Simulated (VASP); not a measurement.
# NaHgSe3 (Pm-3m) in VASP: notebook, part 2 of 2

VASP 6.6.1.

## (3) Relaxation of cell and atoms, PBE

The input, INCAR:

```
ALGO = Normal
EDIFF = 1E-6
EDIFFG = -0.01
ENCUT = 600
GGA = PE
IBRION = 2
ISIF = 3
ISMEAR = 0
LASPH = True
LCHARG = False
LREAL = False
LWAVE = False
NELM = 100
NSW = 100
PREC = Accurate
SIGMA = 0.1
```

The input, KPOINTS:

```
k-points
0
Gamma
  8 8 8
```

The input, POSCAR:

```
NaHgSe3
1.0
    5.1827507300      0.0000000000      0.0000000000
    0.0000000000      5.1827507300      0.0000000000
    0.0000000000      0.0000000000      5.1827507300
Na Hg Se
1 1 3
Direct
    0.5000000000      0.5000000000      0.5000000000
    0.0000000000      0.0000000000      0.0000000000
    0.5000000000      0.0000000000      0.0000000000
    0.0000000000      0.5000000000      0.0000000000
    0.0000000000      0.0000000000      0.5000000000
```

Potentials or basis: VASP PAW PBE potentials, release 64 (Na_pv, Hg, Se).

The run is started by

```sh
cat potpaw_PBE.64/Na_pv/POTCAR potpaw_PBE.64/Hg/POTCAR potpaw_PBE.64/Se/POTCAR > POTCAR
mpirun -np 1 vasp_std > vasp.out
```

OUTCAR:

```text
EDIFF = 1E-6
   EDIFFG = -0.01
   ENCUT = 600
   GGA = PE
   IBRION = 2
   ISIF = 3
   ISMEAR = 0
   LASPH = True
   LREAL = False
   NELM = 100
   NSW = 100
   PREC = Accurate

 ion  position               nearest neighbor table
   1  0.500  0.500  0.500-
   2  0.000  0.000  0.000-   3 2.59   4 2.59   5 2.59   5 2.59   4 2.59   3 2.59
   3  0.500  0.000  0.000-   2 2.59   2 2.59
   4  0.000  0.500  0.000-   2 2.59   2 2.59
   5  0.000  0.000  0.500-   2 2.59   2 2.59

  LATTYP: Found a simple cubic cell.
 ALAT       =     5.1827507300

  Lattice vectors:

 A1 = (   5.1827507300,   0.0000000000,   0.0000000000)
 A2 = (   0.0000000000,   5.1827507300,   0.0000000000)
 A3 = (   0.0000000000,   0.0000000000,   5.1827507300)

Analysis of symmetry for initial positions (statically):
=====================================================================
 Subroutine PRICEL returns:
 Original cell was already a primitive cell.

 Routine SETGRP: Setting up the symmetry group for a
 simple cubic supercell.

 Subroutine GETGRP returns: Found 48 space group operations
 (whereof 48 operations were pure point group operations)
 out of a pool of 48 trial point group operations.

The static configuration has the point symmetry O_h .

Analysis of symmetry for dynamics (positions and initial velocities):
=====================================================================
 Subroutine PRICEL returns:
 Original cell was already a primitive cell.

 Routine SETGRP: Setting up the symmetry group for a
 simple cubic supercell.

 Subroutine GETGRP returns: Found 48 space group operations
 (whereof 48 operations were pure point group operations)
 out of a pool of 48 trial point group operations.

The dynamic configuration has the point symmetry O_h .

 Subroutine INISYM returns: Found 48 space group operations
 (whereof 48 operations are pure point group operations),
 and found     1 'primitive' translations

[... 128 lines left out ...]
   IVDW    =     0    specifies the selected vdW correction
   LEPSILON=     F    determine dielectric tensor
   LRPA    =     F    only Hartree local field effects (RPA)
 conjugate gradient relaxation of ions
 non-spin polarized calculation
 Gauss-broadening in eV      SIGMA  =   0.10
  energy-cutoff  :      600.00
  volume of cell :      139.21
 maximum number of plane-waves:      4697
 NGX is ok and might be reduce to    42
   NGX = 21   NGY = 21   NGZ = 21

--------------------------------------- Ionic step        1  -------------------------------------------

 number of electron      37.0000002 magnetization

 Free energy of the ion-electron system (eV)
  ---------------------------------------------------
  ext. energy  EPLUGINS =         0.00000000
  ---------------------------------------------------
  free energy    TOTEN  =       -11.05322324 eV

  energy without entropy =      -11.03658722  energy(sigma->0) =      -11.04490523

------------------------ aborting loop because EDIFF is reached ----------------------------------------

  FORCE on cell =-STRESS in cart. coord.  units (eV):
  Direction    XX          YY          ZZ          XY          YZ          ZX
  --------------------------------------------------------------------------------------
  -------------------------------------------------------------------------------------
  Total        3.4403932      3.4403932      3.4403932     -0.0000000     -0.0000000      0.0000000
  in kB       39.5947589     39.5947589     39.5947589     -0.0000000     -0.0000000      0.0000000
  external PRESSURE =      39.5947589 kB  Pullay stress =       0.0000000 kB
[... 65 lines left out ...]
--------------------------------------- Ionic step        3  -------------------------------------------

 number of electron      36.9999996 magnetization

 Free energy of the ion-electron system (eV)
  ---------------------------------------------------
  ext. energy  EPLUGINS =         0.00000000
  ---------------------------------------------------
  free energy    TOTEN  =       -11.20164013 eV

  energy without entropy =      -11.18101491  energy(sigma->0) =      -11.19132752

 E-fermi :   0.6854     XC(G=0):  -8.2034

 val. band max:        0.6663171953   @ k =   0.5000   0.3750   0.2500
 cond. band min:       0.6859041085   @ k =   0.5000   0.5000   0.2500
 fundamental gap:      0.0195869132
 Fermi energy:         0.6854221376

 k-point     1 :       0.0000    0.0000    0.0000
  band No.  band energies     occupation
      1     -23.2610      2.00000
      2     -23.2610      2.00000
      3     -23.2610      2.00000
      4     -12.1401      2.00000
      5     -11.1692      2.00000
      6     -11.1692      2.00000
[... 589 lines left out ...]
     21       4.9689      0.00000
     22       5.1084      0.00000

 [... further k-points ...]

------------------------ aborting loop because EDIFF is reached ----------------------------------------

  FORCE on cell =-STRESS in cart. coord.  units (eV):
  Direction    XX          YY          ZZ          XY          YZ          ZX
  --------------------------------------------------------------------------------------
  -------------------------------------------------------------------------------------
  Total        0.0106686      0.0106686      0.0106686      0.0000000     -0.0000000      0.0000000
  in kB        0.1121856      0.1121856      0.1121856      0.0000000     -0.0000000      0.0000000
  external PRESSURE =       0.1121856 kB  Pullay stress =       0.0000000 kB
[... 20 lines left out ...]
  FREE ENERGIE OF THE ION-ELECTRON SYSTEM (eV)
  ---------------------------------------------------
  free  energy   TOTEN  =       -11.2016401310 eV

  energy  without entropy=      -11.1810149072  energy(sigma->0) =      -11.19132752

 reached required accuracy - stopping structural energy minimisation
```

OSZICAR:

```text
N       E                     dE             d eps       ncg     rms          rms(c)
DAV:   1     0.311813450003E+03    0.31181E+03   -0.17989E+04  1540   0.170E+03
DAV:   2     0.182454531754E+02   -0.29357E+03   -0.28641E+03  1636   0.384E+02
DAV:   3    -0.111888009268E+02   -0.29434E+02   -0.28705E+02  1864   0.114E+02
DAV:   4    -0.122377580565E+02   -0.10490E+01   -0.10328E+01  1732   0.204E+01
[... 26 lines left out ...]
DAV:   3    -0.112021260228E+02    0.15745E-02   -0.37157E-03  1762   0.409E-01    0.303E-01
DAV:   4    -0.112016664778E+02    0.45954E-03   -0.11300E-03  1642   0.193E-01    0.495E-02
DAV:   5    -0.112016425165E+02    0.23961E-04   -0.19151E-04  1768   0.148E-01    0.467E-02
DAV:   6    -0.112016402303E+02    0.22861E-05   -0.35766E-05  1642   0.690E-02    0.732E-03
DAV:   7    -0.112016401310E+02    0.99370E-07   -0.87679E-07   848   0.109E-02
   3 F= -.11201640E+02 E0= -.11191328E+02  d E =-.148417E+00
```

CONTCAR:

```text
NaHgSe3
   1.00000000000000
     5.3410513073214645    0.0000000000000000    0.0000000000000000
    -0.0000000000000000    5.3410513073214645   -0.0000000000000000
     0.0000000000000000   -0.0000000000000000    5.3410513073214645
  Na              Hg              Se
     1     1     3
Direct
     0.5000000000000000    0.5000000000000000    0.5000000000000000
     0.0000000000000000    0.0000000000000000    0.0000000000000000
     0.5000000000000000    0.0000000000000000    0.0000000000000000
     0.0000000000000000    0.5000000000000000    0.0000000000000000
     0.0000000000000000    0.0000000000000000    0.5000000000000000

  0.00000000E+00  0.00000000E+00  0.00000000E+00
  0.00000000E+00  0.00000000E+00  0.00000000E+00
  0.00000000E+00  0.00000000E+00  0.00000000E+00
  0.00000000E+00  0.00000000E+00  0.00000000E+00
  0.00000000E+00  0.00000000E+00  0.00000000E+00
```

Run time: 5.1 min. Hardware: 1 thread of Intel Xeon Platinum 8259CL at 2.50GHz (Skylake/Cascade Lake), shared host; peak memory 0.36 GiB.

Results:

* Free energy: -11.2016 eV
* Relaxed volume: 30.47 Å³/atom
* Relaxed cell: a = 5.341 Å, b = 5.341 Å, c = 5.341 Å, α = 90.00°, β = 90.00°, γ = 90.00°
* Space group after relaxing (to 0.1 Å): Pm-3m (No. 221)
* Energy gained by relaxing: 29.7 meV/atom
* Ionic steps: 3
* Pressure after relaxing: 0.0 GPa
* Band gap on the k mesh: zero (an odd number of electrons rules out a gap without spin polarisation)

The path:
| step | energy change (eV) | largest force (eV/Å) | pressure (GPa) | volume (Å³) |
| --- | --- | --- | --- | --- |
| 1 | 0.0000 | 0.0000 | 3.96 | 139.21 |
| 2 | -0.1475 | 0.0000 | -0.25 | 153.54 |
| 3 | -0.1484 | 0.0000 | 0.01 | 152.36 |

Final structure:
```xyz
5
Lattice="5.3411 0.0000 0.0000 0.0000 5.3411 0.0000 0.0000 0.0000 5.3411" Properties=species:S:1:pos:R:3 pbc="T T T"
Na    2.6705    2.6705    2.6705
Hg    0.0000    0.0000    0.0000
Se    2.6705    0.0000    0.0000
Se    0.0000    2.6705    0.0000
Se    0.0000    0.0000    2.6705
```

Caveat: spin-orbit coupling is left out, which moves the levels of the heavy elements.
